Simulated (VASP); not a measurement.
GeN:

```
Ge N
1.0
     1.43103   -4.69119    0.00000
     1.43103    4.69119    0.00000
     0.00000    0.00000    2.97695
Ge N
2 2
Cartesian
  1.4310 2.8616 0.0000
  1.4310 -2.8616 0.0000
  1.4310 3.8090 1.4885
  1.4310 -3.8090 1.4885
```

```yaml
Program: VASP 6.6.1
Task: relaxation of cell and atoms
Functional: PBE
Potentials_or_basis: VASP PAW PBE potentials, release 64 (Ge_d, N)
Cutoff: 600 eV
k_mesh: 6 × 6 × 6
Occupations: gaussian, width 0.1 eV
Spin: no spin polarisation
```

At the start: pressure 156.2 GPa; volume 9.99 Å³/atom.

Problem. Where does the relaxation end?

Solution. Over 53 steps the energy falls by 3266.1 meV/atom and the volume is 15.82 Å³/atom (+58.3 %); space group Cmmm (No. 65, to 0.05 Å).

The path:
```
step  energy change (eV)  largest force (eV/Å)  pressure (GPa)  volume (Å³)
   1              0.0000               26.5331          156.18        39.97
   3             -6.5885                6.2058           37.34        68.18
   5             -8.3144                7.5659           50.82        52.29
   7            -10.5280                6.2933          -17.72        87.88
   9            -12.0782                2.0086           -4.71        61.73
  11            -12.5197                0.4316            1.82        60.31
  13            -12.6214                0.5639            1.06        62.54
  15            -12.7352                1.2224           -0.95        66.51
  17            -12.7858                0.6111           -1.78        65.67
  19            -12.7967                0.1451           -1.87        65.05
  21            -12.8233                0.1305            0.08        63.04
  23            -12.8287                0.0355            0.51        62.80
  25            -12.8546                0.9279            2.95        61.83
  27            -12.8841                1.6893            5.91        60.79
  29            -12.8852                1.8492            6.88        60.40
  31            -12.8876                1.8582            6.90        60.37
  33            -12.8931                1.8689            6.97        60.26
  35            -12.8933                1.8658            7.02        60.21
  37            -12.9069                1.7182            6.64        60.32
  39            -12.9568                1.1122            4.85        60.82
  41            -13.0083                0.5222           -0.90        62.83
  43            -13.0142                0.4167            0.36        62.30
  45            -13.0267                0.3025            0.06        62.51
  47            -13.0518                0.2560           -1.04        63.41
  49            -13.0624                0.1189            0.30        63.10
  51            -13.0635                0.0365            0.11        63.18
  53            -13.0646                0.0269           -0.14        63.29
```

Final structure:
```
Ge N
1.0
     1.98389   -5.23704    0.00000
     1.98389    5.23704    0.00000
     0.00000    0.00000    3.04560
Ge N
2 2
Direct
  0.17468 0.82532 0.00000
  0.82532 0.17468 0.00000
  0.06836 0.93164 0.50000
  0.93164 0.06836 0.50000
```

Caveat: the k points lie up to 0.34 Å⁻¹ apart in the final cell; the volume moved by over 15 % at a fixed basis, so the end points are rough.
